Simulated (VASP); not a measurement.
Wanted: the native input for a VASP 6.6.1 run.

| Quantity | Value |
| --- | --- |
| Task | single point |
| Functional | PBE |
| Potentials or basis | VASP PAW PBE potentials, release 64 (Ge_d, Sb, Te) |
| Cutoff | 520 eV |
| k mesh | 9 × 9 × 2 |
| Occupations | gaussian, width 0.03 eV |
| Spin | no spin polarisation |
| Dipole correction | no |
| Further INCAR settings | ALGO = Normal; EDIFF = 1e-06; NBANDS = 39 |

The structure of GeSb4Te4 lies in POSCAR:

```
GeSb4Te4
1.0
   -4.3299846501      0.0000000000      0.0000000000
   -2.1649923251     -3.7498767050      0.0000000000
    0.0000000000      0.0000000000     17.3486093019
Ge Sb Te
1 4 4
Direct
    0.0000000000      0.0000000000      0.3875375597
    0.3333333333      0.3333333333      0.9410455682
    0.6666666667      0.6666666667      0.8513220036
    0.6666666667      0.6666666667      0.1746877823
    0.3333333333      0.3333333333      0.6003873372
    0.3333333333      0.3333333333      0.2904049290
    0.6666666667      0.6666666667      0.4846701905
    1.0000000000      1.0000000000      0.0762122074
    0.0000000000      0.0000000000      0.6988629121
```

This cell differs from its parent crystal: the distance across one plane changed.

The input as run:

INCAR

```
SYSTEM = GeSb4Te4
PREC = Accurate
ENCUT = 520
EDIFF = 1E-6
ISMEAR = 0
SIGMA = 0.03
LREAL = .False.
LASPH = .True.
NELM = 100
ALGO = Normal
ISIF = 2
LWAVE = .False.
LCHARG = .False.
GGA = PE
NBANDS = 39
```

KPOINTS

```
Automatic mesh
0
Gamma
  9 9 2
  0 0 0
```

Potentials or basis: VASP PAW PBE potentials, release 64 (Ge_d, Sb, Te).

The run is started by

```bash
$ cat potpaw_PBE.64/Ge_d/POTCAR potpaw_PBE.64/Sb/POTCAR potpaw_PBE.64/Te/POTCAR > POTCAR
$ mpirun -np 1 vasp_std > vasp.out
```

It gave:

| Property | Result |
| --- | --- |
| Pressure | 0.4 GPa |
| Largest force | 0.115 eV/Å |
| Band gap on the k mesh | 0.09 eV |

Caveat: the cell differs from its parent crystal (the distance across one plane changed); spin-orbit coupling is left out, which moves the levels of the heavy elements; an odd mesh through Γ misses points on the zone boundary, where band edges can lie.

Run time: 4.9 min on 1 thread of Intel(R) Xeon(R) Platinum 8488C (Sapphire Rapids) (shared host), peak memory 0.51 GiB.
